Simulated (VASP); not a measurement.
# LuPW (P-6m2) in VASP: further runs

LuPW is run at these levels: PBE; tasks: single point.

Program: VASP 6.6.1. These are calculated values, not measurements. Logs are shortened: lines on timing, memory, paths and dates and some standing lists are left out, and cuts for length are marked.

## 1. The cell of the first run

It takes space group P-6m2 (No. 187, hexagonal). Conventional cell: a = 4.128 Å, b = 4.128 Å, c = 3.877 Å, α = 90.00°, β = 90.00°, γ = 120.00°. Lu (site symmetry -6m2) has 6 W at 3.07 Å and 6 P at 3.07 Å and 8 Lu at 3.88 to 4.13 Å within 4.2 Å. Within 3.1 Å of P (site symmetry -6m2) lie 3 W at 2.38 Å and 6 Lu at 3.07 Å. W (site symmetry -6m2) has 3 P at 2.38 Å and 6 Lu at 3.07 Å within 3.1 Å.

The cell was built from a structure type or drawn by symmetry, and may not be a known phase.

## 2. Single point, PBE

Contents of INCAR:

```
SYSTEM = LuPW
ALGO = Normal ; EDIFF = 1E-7
ENCUT = 520 ; GGA = PE
ISIF = 2 ; ISMEAR = 0
LASPH = .TRUE. ; LCHARG = .TRUE.
LELF = .TRUE. ; LREAL = .FALSE.
LVHAR = .TRUE. ; LWAVE = .FALSE.
NBANDS = 29 ; NELM = 100
PREC = Accurate ; SIGMA = 0.1
```

Contents of KPOINTS:

```
k-points
0
G
  6 6 4
  0 0 0
```

Contents of POSCAR:

```
LuPW
1.0
    4.1276456104      0.0000000030      0.0000000000
   -2.0638228078      3.5746459550      0.0000000000
    0.0000000000      0.0000000000      3.8774537665
Lu P W
1 1 1
Direct
    0.6666666667      0.3333333333      0.0000000000
    0.0000000000      0.0000000000      0.5000000000
    0.3333333333      0.6666666667      0.5000000000
```

Potentials or basis: VASP PAW PBE potentials, release 64 (Lu, P, W_sv).

The run is started by

```console
$ cat potpaw_PBE.64/Lu/POTCAR potpaw_PBE.64/P/POTCAR potpaw_PBE.64/W_sv/POTCAR > POTCAR
$ mpirun -np 1 vasp_std > vasp.out
```

OUTCAR:

```text
SYSTEM = LuPW
   EDIFF = 1E-7
   ENCUT = 520
   GGA = PE
   ISIF = 2
   ISMEAR = 0
   LASPH = .TRUE.
   LREAL = .FALSE.
   NELM = 100
   PREC = Accurate

 ion  position               nearest neighbor table
   1  0.667  0.333  0.000-   3 3.07   3 3.07   2 3.07   2 3.07   3 3.07   3 3.07   2 3.07   2 3.07
                             2 3.07   2 3.07   3 3.07   3 3.07
   2  0.000  0.000  0.500-   3 2.38   3 2.38   3 2.38   1 3.07   1 3.07   1 3.07   1 3.07   1 3.07
                             1 3.07
   3  0.333  0.667  0.500-   2 2.38   2 2.38   2 2.38   1 3.07   1 3.07   1 3.07   1 3.07   1 3.07
                             1 3.07

  LATTYP: Found a hexagonal cell.
 ALAT       =     4.1276456104
 C/A-ratio  =     0.9393863070

  Lattice vectors:

 A1 = (   4.1276456104,   0.0000000030,   0.0000000000)
 A2 = (  -2.0638228078,   3.5746459550,   0.0000000000)
 A3 = (   0.0000000000,   0.0000000000,   3.8774537665)

Analysis of symmetry for initial positions (statically):
=====================================================================
 Subroutine PRICEL returns:
 Original cell was already a primitive cell.

 Routine SETGRP: Setting up the symmetry group for a
 hexagonal supercell.

 Subroutine GETGRP returns: Found 12 space group operations
 (whereof 12 operations were pure point group operations)
 out of a pool of 24 trial point group operations.

The static configuration has the point symmetry D_3h.

Analysis of symmetry for dynamics (positions and initial velocities):
=====================================================================
 Subroutine PRICEL returns:
 Original cell was already a primitive cell.

 Routine SETGRP: Setting up the symmetry group for a
 hexagonal supercell.

 Subroutine GETGRP returns: Found 12 space group operations
 (whereof 12 operations were pure point group operations)
 out of a pool of 24 trial point group operations.

The dynamic configuration has the point symmetry D_3h.

 Subroutine INISYM returns: Found 12 space group operations
 (whereof 12 operations are pure point group operations),
 and found     1 'primitive' translations

----------------------------------------------------------------------------------------

                                     Primitive cell

  volume of cell :      57.2113

  direct lattice vectors                    reciprocal lattice vectors
     4.127645610  0.000000003  0.000000000     0.242268861  0.139873992  0.000000000
    -2.063822808  3.574645955  0.000000000    -0.000000000  0.279747984  0.000000000
[... 83 lines left out ...]
   EDIFF  = 0.1E-06   stopping-criterion for ELM
   LREAL  =      F    real-space projection
   EDIFFG = 0.1E-05   stopping-criterion for IOM
   NSW    =      0    number of steps for IOM
   IBRION =     -1    ionic relax: 0-MD 1-quasi-New 2-CG
   NFREE  =      0    steps in history (QN), initial steepest desc. (CG)
   ISIF   =      2    stress and relaxation
   ISYM   =      2    0-nonsym 1-usesym 2-fastsym
   POTIM  = 0.5000    time-step for ionic-motion
   TEBEG  =    0.0;   TEEND  =   0.0 temperature during run
   PSTRESS=    0.0 pullay stress
   NELECT =      44.0000    total number of electrons
   NUPDOWN=      -1.0000    fix difference up-down
   EMIN   =  10.00;   EMAX   =-10.00  energy-range for DOS
   EFERMI =   0.00;   METHOD = LEGACY
   ISMEAR =     0;   SIGMA  =   0.10  broadening in eV -4-tet -1-fermi 0-gaus
   EFERMI_NEDOS =   21; number of points for ismear=-14 and -15
   IALGO  =     38    algorithm
   IMIX   =      4    mixing-type and parameters
     AMIX     =   0.40;   BMIX     =  1.00
     AMIX_MAG =   1.60;   BMIX_MAG =  1.00
  volume/ion in A,a.u.               =      19.07       128.69
  Fermi-wavevector in a.u.,A,eV,Ry     =   1.499909  2.834418 30.609412  2.249728
  Thomas-Fermi vector in A             =   2.611478
   LORBIT       =      0    0 simple, 1 ext, 2 COOP (PROOUT), +10 PAW based schemes
   GGA     = PE    functional components
   LHFCALC =     F    Hartree Fock is set to
   AEXX    =    0.0000 exact exchange contribution
   IVDW    =     0    specifies the selected vdW correction
   LEPSILON=     F    determine dielectric tensor
   LRPA    =     F    only Hartree local field effects (RPA)
 non-spin polarized calculation
 Gauss-broadening in eV      SIGMA  =   0.10
  energy-cutoff  :      520.00
  volume of cell :       57.21
 maximum number of plane-waves:      1557
 NGX is ok and might be reduce to    32
   NGX = 15   NGY = 15   NGZ = 15

 number of electron      44.0000006 magnetization

 Free energy of the ion-electron system (eV)
  ---------------------------------------------------
  ext. energy  EPLUGINS =         0.00000000
  ---------------------------------------------------
  free energy    TOTEN  =       -23.64846047 eV

  energy without entropy =      -23.63443750  energy(sigma->0) =      -23.64144899

 E-fermi :   6.7263     XC(G=0): -11.8085

 val. band max:        6.6977952931   @ k =   0.1667   0.0000   0.2500
 cond. band min:       6.7318858976   @ k =   0.3333   0.1667   0.5000
 fundamental gap:      0.0340906045
 Fermi energy:         6.7263117724

 k-point     1 :       0.0000    0.0000    0.0000
  band No.  band energies     occupation
      1     -66.8240      2.00000
      2     -49.4104      2.00000
      3     -31.2054      2.00000
      4     -31.2054      2.00000
      5     -30.9586      2.00000
      6     -20.1189      2.00000
[... 661 lines left out ...]
     28      11.9486      0.00000
     29      12.6756      0.00000

------------------------ aborting loop because EDIFF is reached ----------------------------------------

  FORCE on cell =-STRESS in cart. coord.  units (eV):
  Direction    XX          YY          ZZ          XY          YZ          ZX
  --------------------------------------------------------------------------------------
  -------------------------------------------------------------------------------------
  Total        0.1096928      0.1096928      0.0785383     -0.0000000      0.0000000      0.0000000
  in kB        3.0718968      3.0718968      2.1994299     -0.0000000      0.0000000      0.0000000
  external PRESSURE =       2.7810745 kB  Pullay stress =       0.0000000 kB

 VOLUME and BASIS-vectors are now :
 -----------------------------------------------------------------------------
  energy-cutoff  :      520.00
  volume of cell :       57.21
      direct lattice vectors                 reciprocal lattice vectors
     4.127645610  0.000000003  0.000000000     0.242268861  0.139873992  0.000000000
    -2.063822808  3.574645955  0.000000000    -0.000000000  0.279747984  0.000000000
     0.000000000  0.000000000  3.877453766     0.000000000  0.000000000  0.257901205

 POSITION                                       TOTAL-FORCE (eV/Angst)
 -----------------------------------------------------------------------------------
      2.06382      1.19155      0.00000        -0.000000      0.000000      0.000000
      0.00000      0.00000      1.93873         0.000000      0.000000      0.000000
     -0.00000      2.38310      1.93873         0.000000     -0.000000      0.000000
 -----------------------------------------------------------------------------------
    total drift:                               -0.000001      0.000000     -0.000000

  FREE ENERGIE OF THE ION-ELECTRON SYSTEM (eV)
  ---------------------------------------------------
  free  energy   TOTEN  =       -23.6484604678 eV

  energy  without entropy=      -23.6344375024  energy(sigma->0) =      -23.64144899
```

OSZICAR:

```text
N       E                     dE             d eps       ncg     rms          rms(c)
DAV:   1     0.309496898794E+03    0.30950E+03   -0.20691E+04  1771   0.455E+03
DAV:   2     0.614575965956E+01   -0.30335E+03   -0.29398E+03  1427   0.680E+02
DAV:   3    -0.220714157308E+02   -0.28217E+02   -0.27268E+02  1539   0.124E+02
DAV:   4    -0.244151468164E+02   -0.23437E+01   -0.23064E+01  2184   0.254E+01
DAV:   5    -0.244626321091E+02   -0.47485E-01   -0.47428E-01  1533   0.301E+00    0.202E+01
DAV:   6    -0.237731570345E+02    0.68948E+00   -0.25228E+00  1773   0.195E+01    0.810E+00
DAV:   7    -0.236726218660E+02    0.10054E+00   -0.44104E-01  2085   0.839E+00    0.384E+00
DAV:   8    -0.236482777299E+02    0.24344E-01   -0.11599E-01  1743   0.392E+00    0.433E-01
DAV:   9    -0.236482357791E+02    0.41951E-04   -0.69397E-03  1911   0.568E-01    0.216E-01
DAV:  10    -0.236484494308E+02   -0.21365E-03   -0.65280E-04  1834   0.189E-01    0.800E-02
DAV:  11    -0.236484598373E+02   -0.10407E-04   -0.91979E-05  1991   0.821E-02    0.312E-02
DAV:  12    -0.236484607612E+02   -0.92392E-06   -0.10464E-05  1602   0.204E-02    0.456E-03
DAV:  13    -0.236484606430E+02    0.11824E-06   -0.82313E-07  1817   0.836E-03    0.154E-03
DAV:  14    -0.236484605278E+02    0.11523E-06   -0.72341E-08   928   0.463E-03    0.813E-04
DAV:  15    -0.236484604678E+02    0.59981E-07   -0.42090E-08   913   0.211E-03
   1 F= -.23648460E+02 E0= -.23641449E+02  d E =-.140230E-01
```

stdout:

```text
POSCAR found type information on POSCAR LuP W
 POSCAR found :  3 types and       3 ions
 scaLAPACK will be used
 LDA part: xc-table for (Slater+PW92), standard interpolation
 POSCAR, INCAR and KPOINTS ok, starting setup
 FFT: planning ... GRIDC
 FFT: planning ... GRID_SOFT
 FFT: planning ... GRID
 WAVECAR not read
 entering main loop
```

Run time: 54 s. Hardware: 1 thread of Intel Xeon Platinum 8375C at 2.90GHz (Ice Lake), shared host; peak memory 0.21 GiB.

What came out:

```yaml
Free_energy: -23.6485 eV
Pressure: 0.3 GPa
Band_gap_on_the_k_mesh: zero (bands 22 and 23 overlap by 2.03 eV)
```

Stress tensor (GPa, compression positive):
```
0.31 0.00 0.00
0.00 0.31 0.00
0.00 0.00 0.22
```

Levels at points of the mesh, in eV from the Fermi level:
| k point | band 18 | band 19 | band 20 | band 21 | band 22 | band 23 | band 24 | band 25 | band 26 | band 27 |
| --- | --- | --- | --- | --- | --- | --- | --- | --- | --- | --- |
| (0.00, 0.00, 0.00) | -4.61 | -3.39 | -1.66 | -0.44 | -0.28 | -0.28 | 1.39 | 1.39 | 3.60 | 3.60 |
| (0.50, 0.00, 0.00) | -3.33 | -3.28 | -2.93 | -1.41 | -1.20 | 0.47 | 1.67 | 1.87 | 3.83 | 4.07 |
| (0.00, 0.00, 0.50) | -4.74 | -4.74 | -1.71 | -1.71 | 1.32 | 2.34 | 2.34 | 2.47 | 2.92 | 4.47 |
| (0.50, 0.00, 0.50) | -4.83 | -3.40 | -1.33 | -1.03 | -1.01 | -0.71 | 0.91 | 1.09 | 4.04 | 4.91 |

Caveat: the k points lie up to 0.41 Å⁻¹ apart, too coarse for converged energies and pressures of a metal; spin-orbit coupling is left out, which moves the levels of the heavy elements.

## 3. Single point, PBE

This run uses another cell than the first one, of 18.34 Å³/atom.

Contents of INCAR:

```
SYSTEM = LuPW
ALGO = Fast
EDIFF = 1E-6
ENCUT = 520
GGA = PE
ISIF = 2
ISMEAR = 0
LASPH = .True.
LCHARG = .False.
LREAL = .False.
LWAVE = .False.
NBANDS = 29
NELM = 100
PREC = Accurate
SIGMA = 0.1
```

Contents of KPOINTS:

```
k-points
0
Gamma
  6 6 4
  0 0 0
```

Contents of POSCAR:

```
LuPW
1.0
    4.0163881300      0.0000000000      0.0000000000
   -2.0081940700      3.4782941500      0.0000000000
    0.0000000000      0.0000000000      3.9378033000
Lu P W
1 1 1
Direct
    0.6666666700      0.3333333300      0.0000000000
    0.0000000000      0.0000000000      0.5000000000
    0.3333333300      0.6666666700      0.5000000000
```

Potentials or basis: VASP PAW PBE potentials, release 64 (Lu, P, W_sv).

The run is started by

```console
$ cat potpaw_PBE.64/Lu/POTCAR potpaw_PBE.64/P/POTCAR potpaw_PBE.64/W_sv/POTCAR > POTCAR
$ mpirun -np 1 vasp_std > vasp.out
```

Wall time 2.3 min (1 thread of Intel Xeon Platinum 8375C at 2.90GHz (Ice Lake), shared host); peak memory 0.19 GiB.

It converged, with:

| Property | Result |
| --- | --- |
| Free energy | -23.5396 eV |
| Pressure | 9.3 GPa |
| Band gap on the k mesh | zero (bands 22 and 23 overlap by 1.77 eV) |

Stress tensor (GPa, compression positive):
```
12.53  0.00  0.00
 0.00 12.53  0.00
 0.00  0.00  2.77
```

Levels at points of the mesh, in eV from the Fermi level:
| k point | band 18 | band 19 | band 20 | band 21 | band 22 | band 23 | band 24 | band 25 | band 26 | band 27 |
| --- | --- | --- | --- | --- | --- | --- | --- | --- | --- | --- |
| (0.00, 0.00, 0.00) | -4.67 | -3.67 | -1.99 | -0.41 | -0.41 | -0.18 | 1.50 | 1.50 | 3.50 | 3.50 |
| (0.50, 0.00, 0.00) | -3.72 | -3.35 | -3.00 | -1.51 | -1.47 | 0.55 | 1.53 | 1.67 | 4.14 | 4.33 |
| (0.00, 0.00, 0.50) | -4.79 | -4.79 | -1.77 | -1.77 | 1.06 | 2.61 | 2.61 | 2.72 | 2.77 | 4.52 |
| (0.50, 0.00, 0.50) | -4.84 | -3.46 | -1.46 | -1.07 | -1.04 | -0.71 | 0.77 | 0.90 | 4.24 | 4.84 |

Caveat: the k points lie up to 0.40 Å⁻¹ apart, too coarse for converged energies and pressures of a metal; spin-orbit coupling is left out, which moves the levels of the heavy elements.
